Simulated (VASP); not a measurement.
# BiB3H12 in VASP: a series of runs

The runs below take BiB3H12 through single point, with PBE.

Program: VASP 6.6.1. These are calculated values, not measurements. Logs are shortened: lines on timing, memory, paths and dates and some standing lists are left out, and cuts for length are marked.

**1. The cell of the first run**

The cell holds a molecule in a box, 16 atoms: a = 14.300 Å, b = 14.600 Å, c = 10.710 Å, α = 90.00°, β = 90.00°, γ = 90.00°.

**2. Single point, PBE**

File INCAR:

```
SYSTEM = BiB3H12
ALGO = Normal
EDIFF = 1E-6
ENCUT = 520
GGA = PE
ISIF = 2
ISMEAR = 0
LASPH = .True.
LCHARG = .False.
LREAL = Auto
LWAVE = .False.
NBANDS = 32
NELM = 80
PREC = Accurate
SIGMA = 0.01
```

File KPOINTS:

```
k-points
0
Gamma
  1 1 1
  0 0 0
```

File POSCAR:

```
BiB3H12
1.0
   14.3000000000      0.0000000000      0.0000000000
    0.0000000000     14.6000000000      0.0000000000
    0.0000000000      0.0000000000     10.7100000000
Bi B H
1 3 12
Direct
    0.4591230800      0.5041842500      0.5686199800
    0.6284000000      0.5047527400      0.5039495800
    0.3739818200      0.6474863000      0.5039495800
    0.3749867100      0.3603143800      0.5039495800
    0.6852265700      0.5125390400      0.4201680700
    0.6410580400      0.4437109600      0.5800382800
    0.5589496500      0.4808109600      0.4312633100
    0.6116811200      0.5800767100      0.5521344500
    0.3386839200      0.6917945200      0.4201680700
    0.4216258700      0.6887438400      0.5800382800
    0.4298762200      0.6005472600      0.4312633100
    0.3157405600      0.5956431500      0.5521344500
    0.3534587400      0.3082191800      0.4201680700
    0.3146853100      0.3800979500      0.5800382800
    0.3885426600      0.4311945200      0.4312633100
    0.4499475500      0.3368335600      0.5521344500
```

Potentials or basis: VASP PAW PBE potentials, release 64 (Bi_d, B, H).

Command:

```
> cat potpaw_PBE.64/Bi_d/POTCAR potpaw_PBE.64/B/POTCAR potpaw_PBE.64/H/POTCAR > POTCAR
> mpirun -np 1 vasp_gam > vasp.out
```

OUTCAR:

```text
SYSTEM = BiB3H12
   EDIFF = 1E-6
   ENCUT = 520
   GGA = PE
   ISIF = 2
   ISMEAR = 0
   LASPH = .True.
   LREAL = Auto
   NELM = 80
   PREC = Accurate

 ion  position               nearest neighbor table
   1  0.459  0.504  0.569-   7 2.08  11 2.08  15 2.08   2 2.52   4 2.52   3 2.52
   2  0.628  0.505  0.504-   5 1.22   6 1.22   8 1.24   7 1.31   1 2.52
   3  0.374  0.647  0.504-   9 1.22  10 1.22  12 1.24  11 1.31   1 2.52
   4  0.375  0.360  0.504-  13 1.22  14 1.22  16 1.24  15 1.31   1 2.52
   5  0.685  0.513  0.420-   2 1.22
   6  0.641  0.444  0.580-   2 1.22
   7  0.559  0.481  0.431-   2 1.31   1 2.08
   8  0.612  0.580  0.552-   2 1.24
   9  0.339  0.692  0.420-   3 1.22
  10  0.422  0.689  0.580-   3 1.22
  11  0.430  0.601  0.431-   3 1.31   1 2.08
  12  0.316  0.596  0.552-   3 1.24
  13  0.353  0.308  0.420-   4 1.22
  14  0.315  0.380  0.580-   4 1.22
  15  0.389  0.431  0.431-   4 1.31   1 2.08
  16  0.450  0.337  0.552-   4 1.24

  LATTYP: Found a simple orthorhombic cell.
 ALAT       =    10.7100000000
 B/A-ratio  =     1.3352007470
 C/A-ratio  =     1.3632119514

  Lattice vectors:

 A1 = (   0.0000000000,   0.0000000000,  10.7100000000)
 A2 = (  14.3000000000,   0.0000000000,   0.0000000000)
 A3 = (   0.0000000000,  14.6000000000,   0.0000000000)

Analysis of symmetry for initial positions (statically):
=====================================================================
 Subroutine PRICEL returns:
 Original cell was already a primitive cell.

 Routine SETGRP: Setting up the symmetry group for a
 simple orthorhombic supercell.

 Subroutine GETGRP returns: Found  1 space group operations
 (whereof  1 operations were pure point group operations)
 out of a pool of  8 trial point group operations.

The static configuration has the point symmetry C_1 .

Analysis of symmetry for dynamics (positions and initial velocities):
=====================================================================
 Subroutine PRICEL returns:
 Original cell was already a primitive cell.

 Routine SETGRP: Setting up the symmetry group for a
 simple orthorhombic supercell.

 Subroutine GETGRP returns: Found  1 space group operations
 (whereof  1 operations were pure point group operations)
 out of a pool of  8 trial point group operations.

The dynamic configuration has the point symmetry C_1 .

 Subroutine INISYM returns: Found  1 space group operations
 (whereof  1 operations are pure point group operations),
 and found     1 'primitive' translations

----------------------------------------------------------------------------------------

                                     Primitive cell

  volume of cell :    2236.0338

  direct lattice vectors                    reciprocal lattice vectors
    14.300000000  0.000000000  0.000000000     0.069930070  0.000000000  0.000000000
     0.000000000 14.600000000  0.000000000     0.000000000  0.068493151  0.000000000
     0.000000000  0.000000000 10.710000000     0.000000000  0.000000000  0.093370682

  length of vectors
    14.300000000 14.600000000 10.710000000     0.069930070  0.068493151  0.093370682

  position of ions in fractional coordinates (direct lattice)
     0.459123080  0.504184250  0.568619980
     0.628400000  0.504752740  0.503949580
     0.373981820  0.647486300  0.503949580
     0.374986710  0.360314380  0.503949580
     0.685226570  0.512539040  0.420168070
     0.641058040  0.443710960  0.580038280
[... 8 lines left out ...]
     0.388542660  0.431194520  0.431263310
     0.449947550  0.336833560  0.552134450

  ion indices of the primitive-cell ions
   primitive index   ion index
                 1           1
                 2           2
                 3           3
                 4           4
                 5           5
                 6           6
[... 8 lines left out ...]
                15          15
                16          16

----------------------------------------------------------------------------------------

 KPOINTS: k-points

Automatic generation of k-mesh.
 Grid dimensions read from file:
 generate k-points for:    1    1    1

 Generating k-lattice:

  Cartesian coordinates                     Fractional coordinates (reciprocal lattice)
     0.069930070  0.000000000  0.000000000     1.000000000  0.000000000  0.000000000
     0.000000000  0.068493151  0.000000000     0.000000000  1.000000000  0.000000000
     0.000000000  0.000000000  0.093370682     0.000000000  0.000000000  1.000000000

  Length of vectors
     0.069930070  0.068493151  0.093370682

  Shift w.r.t. Gamma in fractional coordinates (k-lattice)
     0.000000000  0.000000000  0.000000000

 Subroutine IBZKPT returns following result:
 ===========================================

 Found      1 irreducible k-points:

 Following reciprocal coordinates:
            Coordinates               Weight
  0.000000  0.000000  0.000000      1.000000
   k-points           NKPTS =      1   k-points in BZ     NKDIM =      1   number of bands    NBANDS=     32
   number of dos      NEDOS =    301   number of ions     NIONS =     16
   total plane-waves  NPLWV = 967680
   dimension x,y,z NGX =   108 NGY =  112 NGZ =   80
   dimension x,y,z NGXF=   216 NGYF=  224 NGZF=  160
   ions per type =               1   3  12
   NGX,Y,Z   is equivalent  to a cutoff of  12.56, 12.75, 12.42 a.u.
   NGXF,Y,Z  is equivalent  to a cutoff of  25.11, 25.51, 24.84 a.u.
 SYSTEM =  BiB3H12
   PREC   = accura    normal or accurate (medium, high low for compatibility)
   ISTART =      0    job   : 0-new  1-cont  2-samecut
   ICHARG =      2    charge: 1-file 2-atom 10-const
   ISPIN  =      1    spin polarized calculation?
   LNONCOLLINEAR =      F non collinear calculations
   LSORBIT =      F    spin-orbit coupling
   LASPH  =      T    aspherical Exc in radial PAW
   ENCUT  =  520.0 eV  38.22 Ry    6.18 a.u.  26.59 27.15 19.91*2*pi/ulx,y,z
   NELM   =     80;   NELMIN=  2; NELMDL= -5     # of ELM steps
   EDIFF  = 0.1E-05   stopping-criterion for ELM
   LREAL  =      T    real-space projection
   EDIFFG = 0.1E-04   stopping-criterion for IOM
   NSW    =      0    number of steps for IOM
   IBRION =     -1    ionic relax: 0-MD 1-quasi-New 2-CG
   NFREE  =      0    steps in history (QN), initial steepest desc. (CG)
   ISIF   =      2    stress and relaxation
   ISYM   =      2    0-nonsym 1-usesym 2-fastsym
   POTIM  = 0.5000    time-step for ionic-motion
   TEBEG  =    0.0;   TEEND  =   0.0 temperature during run
   PSTRESS=    0.0 pullay stress
   NELECT =      36.0000    total number of electrons
   NUPDOWN=      -1.0000    fix difference up-down
   EMIN   =  10.00;   EMAX   =-10.00  energy-range for DOS
   EFERMI =   0.00;   METHOD = LEGACY
   ISMEAR =     0;   SIGMA  =   0.01  broadening in eV -4-tet -1-fermi 0-gaus
   EFERMI_NEDOS =   21; number of points for ismear=-14 and -15
   IALGO  =     38    algorithm
   IMIX   =      4    mixing-type and parameters
     AMIX     =   0.40;   BMIX     =  1.00
     AMIX_MAG =   1.60;   BMIX_MAG =  1.00
  volume/ion in A,a.u.               =     139.75       943.09
  Fermi-wavevector in a.u.,A,eV,Ry     =   0.413380  0.781175  2.325006  0.170883
  Thomas-Fermi vector in A             =   1.370972
   LORBIT       =      0    0 simple, 1 ext, 2 COOP (PROOUT), +10 PAW based schemes
   GGA     = PE    functional components
   LHFCALC =     F    Hartree Fock is set to
   AEXX    =    0.0000 exact exchange contribution
   IVDW    =     0    specifies the selected vdW correction
   LEPSILON=     F    determine dielectric tensor
   LRPA    =     F    only Hartree local field effects (RPA)
 non-spin polarized calculation
 Gauss-broadening in eV      SIGMA  =   0.01
  energy-cutoff  :      520.00
  volume of cell :     2236.03
 maximum number of plane-waves:     30083
 NGX is ok and might be reduce to   108
   NGX = 53   NGY = 55   NGZ = 39

 number of electron      36.0000001 magnetization

 Free energy of the ion-electron system (eV)
  ---------------------------------------------------
  ext. energy  EPLUGINS =         0.00000000
  ---------------------------------------------------
  free energy    TOTEN  =       -63.20119837 eV

  energy without entropy =      -63.20119837  energy(sigma->0) =      -63.20119837

 E-fermi :  -7.1514     XC(G=0):  -0.9927

 val. band max:       -7.2401263047   @ k =   0.0000   0.0000   0.0000
 cond. band min:      -2.9026640111   @ k =   0.0000   0.0000   0.0000
 fundamental gap:      4.3374622936
 Fermi energy:        -7.1514236043

 k-point     1 :       0.0000    0.0000    0.0000
  band No.  band energies     occupation
      1     -28.7989      2.00000
      2     -28.7986      2.00000
      3     -28.7680      2.00000
      4     -28.7612      2.00000
      5     -28.7612      2.00000
      6     -17.5836      2.00000
[... 22 lines left out ...]
     29       0.9006      0.00000
     30       0.9608      0.00000
 [bands above 30 left out]

------------------------ aborting loop because EDIFF is reached ----------------------------------------

  FORCE on cell =-STRESS in cart. coord.  units (eV):
  Direction    XX          YY          ZZ          XY          YZ          ZX
  --------------------------------------------------------------------------------------
  -------------------------------------------------------------------------------------
  Total       -1.0871625     -1.0963915     -0.6701444     -0.0071318     -0.0012905     -0.0033608
  in kB       -0.7789807     -0.7855935     -0.4801762     -0.0051101     -0.0009246     -0.0024081
  external PRESSURE =      -0.6815835 kB  Pullay stress =       0.0000000 kB

 VOLUME and BASIS-vectors are now :
 -----------------------------------------------------------------------------
  energy-cutoff  :      520.00
  volume of cell :     2236.03
      direct lattice vectors                 reciprocal lattice vectors
    14.300000000  0.000000000  0.000000000     0.069930070  0.000000000  0.000000000
     0.000000000 14.600000000  0.000000000     0.000000000  0.068493151  0.000000000
     0.000000000  0.000000000 10.710000000     0.000000000  0.000000000  0.093370682

 POSITION                                       TOTAL-FORCE (eV/Angst)
 -----------------------------------------------------------------------------------
      6.56546      7.36109      6.08992         0.009519     -0.002789      0.145525
      8.98612      7.36939      5.39730        -0.176549     -0.006055     -0.016058
      5.34794      9.45330      5.39730         0.093232     -0.149594     -0.014224
      5.36231      5.26059      5.39730         0.081754      0.156691     -0.014064
      9.79874      7.48307      4.50000        -0.115666     -0.019997      0.104751
      9.16713      6.47818      6.21221        -0.012431      0.087900     -0.087799
[... 8 lines left out ...]
      5.55616      6.29544      4.61883        -0.070975     -0.161354      0.007670
      6.43425      4.91777      5.91336        -0.100691     -0.021560     -0.058505
 -----------------------------------------------------------------------------------
    total drift:                                0.015545     -0.001340     -0.004236

  FREE ENERGIE OF THE ION-ELECTRON SYSTEM (eV)
  ---------------------------------------------------
  free  energy   TOTEN  =       -63.2011983654 eV

  energy  without entropy=      -63.2011983654  energy(sigma->0) =      -63.20119837
```

Run time: 4.9 min. Hardware: 1 thread of Intel Xeon Platinum 8259CL at 2.50GHz (Skylake/Cascade Lake), shared host; peak memory 1.5 GiB.

What came out:

```
Free energy                     : -63.2012 eV
Largest force                   : 0.177 eV/Å
Gap between the frontier levels : 4.34 eV
```

Forces on the atoms (eV/Å):
```
Bi   0.010 -0.003  0.146
B   -0.177 -0.006 -0.016
B    0.093 -0.150 -0.014
B    0.082  0.157 -0.014
H   -0.116 -0.020  0.105
H   -0.012  0.088 -0.088
H    0.175  0.021  0.008
H    0.068 -0.076 -0.059
H    0.074 -0.090  0.105
H   -0.071 -0.054 -0.088
H   -0.106  0.142  0.008
H    0.031  0.097 -0.059
H    0.039  0.110  0.105
H    0.081 -0.034 -0.088
H   -0.071 -0.161  0.008
H   -0.101 -0.022 -0.059
```

Caveat: spin-orbit coupling is left out, which moves the levels of the heavy elements.

**3. Single point, PBE, non-collinear spin, zero start, spin-orbit coupling**

File INCAR:

```
SYSTEM = BiB3H12
ALGO = Normal
EDIFF = 1E-7
ENCUT = 520
GGA = PE
GGA_COMPAT = .False.
ISIF = 2
ISMEAR = 0
LASPH = .True.
LCHARG = .False.
LORBIT = 11
LORBMOM = .True.
LREAL = Auto
LSORBIT = .True.
LWAVE = .False.
MAGMOM = 0 0 0 0 0 0 0 0 0 0 0 0 0 0 0 0 0 0 0 0 0 0 0 0 0 0 0 0 0 0 0 0 0 0 0 0 0 0 0 0 0 0 0 0 0 0 0 0
NBANDS = 62
NELM = 150
PREC = Accurate
SIGMA = 0.01
```

KPOINTS is that of step 2.

POSCAR is that of step 2.

Potentials or basis: VASP PAW PBE potentials, release 64 (Bi_d, B, H).

Command:

```
> cat potpaw_PBE.64/Bi_d/POTCAR potpaw_PBE.64/B/POTCAR potpaw_PBE.64/H/POTCAR > POTCAR
> mpirun -np 1 vasp_ncl > vasp.out
```

Run time: 30 min. Hardware: 1 thread of Intel Xeon Platinum 8259CL at 2.50GHz (Skylake/Cascade Lake), shared host; peak memory 5 GiB.

Results (log left out):

```yaml
Free_energy: -63.7602 eV
Largest_force: 0.194 eV/Å
Net_moment: 0.00 μB per cell
Valence_electrons_inside_the_program's_atomic_spheres: Bi 12.63; B 2.05; H 0.60, 0.62, 0.58, 0.61 (each value once)
```

Forces on the atoms (eV/Å):
```
Bi   0.010 -0.003  0.160
B   -0.186 -0.005  0.051
B    0.097 -0.158  0.053
B    0.087  0.164  0.053
H   -0.122 -0.016  0.071
H   -0.006  0.096 -0.098
H    0.193  0.012 -0.013
H    0.095 -0.079 -0.065
H    0.074 -0.097  0.071
H   -0.081 -0.052 -0.098
H   -0.107  0.162 -0.014
H    0.020  0.122 -0.065
H    0.046  0.114  0.071
H    0.084 -0.043 -0.098
H   -0.087 -0.172 -0.014
H   -0.117 -0.044 -0.065
```

Moments on the atoms (μB; x, y, z):
```
Bi  0.00 0.00 0.00
B   0.00 0.00 0.00
B   0.00 0.00 0.00
B   0.00 0.00 0.00
H   0.00 0.00 0.00
H   0.00 0.00 0.00
H   0.00 0.00 0.00
H   0.00 0.00 0.00
H   0.00 0.00 0.00
H   0.00 0.00 0.00
H   0.00 0.00 0.00
H   0.00 0.00 0.00
H   0.00 0.00 0.00
H   0.00 0.00 0.00
H   0.00 0.00 0.00
H   0.00 0.00 0.00
```
